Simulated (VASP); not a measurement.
**Zn: single point with r2SCAN**

Crystal: Zn.

```
Zn
1.0
     2.67000    0.00000    0.00000
    -1.33500    2.31229    0.00000
     0.00000    0.00000    4.96600
Zn
2
Direct
  0.66667 0.33333 0.75000
  0.33333 0.66667 0.25000
```

```json
{"Program": "VASP 6.6.1", "Task": "single point", "Functional": "r2SCAN", "Potentials or basis": "VASP PAW PBE potentials, release 64 (Zn)", "Cutoff": "520 eV", "k mesh": "7 × 7 × 3", "Occupations": "fermi-dirac, width 0.05 eV", "Spin": "no spin polarisation", "Dipole correction": "no", "Further INCAR settings": "ALGO = Normal; EDIFF = 1e-06; NBANDS = 19"}
```

* Pressure: -4.8 GPa
* Band gap on the k mesh: zero (bands 12 and 13 overlap by 4.62 eV)

Stress tensor (GPa, compression positive):
```
-5.56  0.00  0.00
 0.00 -5.56  0.00
 0.00  0.00 -3.29
```

Levels at points of the mesh, in eV from the Fermi level:
```tsv
k point	band 10	band 11	band 12	band 13	band 14	band 15
(0.00, 0.00, 0.00)	-7.44	-7.44	-3.82	-3.21	14.19	17.72
```

Wall time 110 s on 1 thread of Intel Xeon 8259CL, with other jobs on the host, peak memory 0.15 GiB.

Caveat: the k points lie up to 0.42 Å⁻¹ apart, too coarse for converged energies and pressures of a metal; the PAW data sets were made with another functional, which shifts forces and pressure a little.
